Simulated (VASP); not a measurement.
Here is a VASP 6.6.1 calculation.

File INCAR:

```
SYSTEM = Si3Ge
PREC = Accurate
ENCUT = 520
EDIFF = 1E-6
ISMEAR = -1
SIGMA = 0.069
LREAL = Auto
LASPH = .True.
NELM = 100
ALGO = Normal
ISIF = 2
LWAVE = .False.
LCHARG = .False.
GGA = PS
NBANDS = 66
```

KPOINTS

```
regular mesh
0
Gamma
  2 2 2
  0 0 0
```

The input POSCAR:

```
Si3Ge
1.0
    7.7761932354      0.0000000000      0.0000000000
    0.0000000000      7.7761932354      0.0000000000
    0.0000000000      0.0000000000      5.4836775972
Si Ge
12 4
Direct
    0.2701770566      0.0105687960      0.7212342319
    0.2428780951      0.2501491335      0.0177005300
   -0.0095530033      0.2353677364      0.2454987508
    0.2526012331      0.4906778786      0.7597062238
    0.2470134090      0.7585730989     -0.0166982829
    0.0019424672      0.7539046192      0.2475787418
    0.7426105326     -0.0271998128      0.7779405197
    0.7442214751      0.2422968338     -0.0346236621
    0.4758425991      0.2717985441      0.2473407628
    0.7663595566      0.4985817459      0.7515334239
    0.7378732532      0.7338310440      0.0399168252
    0.4949469340      0.7496715711      0.2395213753
   -0.0046133113     -0.0103513374      0.5141790249
    0.0041450873      0.4896583566      0.4821406717
    0.5198704402      0.0181498833      0.4761910148
    0.4933919315      0.5148314707      0.5287850988
```

Potentials or basis: VASP PAW PBE potentials, release 64 (Si, Ge_d).

Run with:

```sh
$ cat potpaw_PBE.64/Si/POTCAR potpaw_PBE.64/Ge_d/POTCAR > POTCAR
$ mpirun -np 1 vasp_std > vasp.out
```

What does it give for the pressure?

-0.3 GPa.

Estimate the largest force.

2.605 eV/Å.

Forces in eV/Å, atoms in the order of the input:
```
Si  -0.797 -0.176  1.268
Si  -0.850 -0.750 -1.429
Si  -0.856 -0.122 -0.446
Si  -1.372  0.655  0.703
Si   0.070 -0.126 -0.259
Si   0.162 -0.514 -0.193
Si   0.274  0.627 -0.703
Si  -0.457  0.071  1.681
Si   2.594  0.215  0.103
Si  -0.794  0.240  0.043
Si   1.767 -0.393 -1.576
Si  -1.785  0.407  1.223
Ge   0.196  0.419  0.352
Ge   0.579  0.483  0.204
Ge  -0.034 -0.857 -0.029
Ge   1.301 -0.179 -0.941
```

Caveat: the k points lie up to 0.57 Å⁻¹ apart; the atoms stand as in a frame of molecular dynamics; the PAW data sets were made with another functional, which shifts forces and pressure a little.
